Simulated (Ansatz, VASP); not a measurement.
One calculation of LaP, two programs

```xyz
2
Lattice="0.0000 2.9718 2.9718 2.9718 0.0000 2.9718 2.9718 2.9718 0.0000" Properties=species:S:1:pos:R:3 pbc="T T T"
La    0.0000    0.0000    0.0000
P     2.9718    2.9718    2.9718
```

Change from the starting cell: volume scaled by 0.96, PAW files.

Alike in both runs: task electric field gradients; functional LDA; k mesh 10 × 10 × 10; occupations fermi-dirac, width 0.03 eV; no spin polarisation.

```csv
,VASP,Ansatz
version,VASP 6.6.1,Ansatz 0.2.0
potentials or method,"VASP PAW LDA potentials, release 64 (La, P)","PAW with Ansatz's default frozen-core files, scalar-relativistic"
plane-wave cutoff (eV),520,420
valence electrons in the cell,16,16
```

```csv
,VASP,Ansatz,Ansatz less VASP
pressure (GPa),-0.2,-0.2,+0.03
```

LDA's correlation is that of Perdew and Zunger in VASP and of Perdew and Wang (1992) in Ansatz.

Spin-orbit coupling is off throughout.
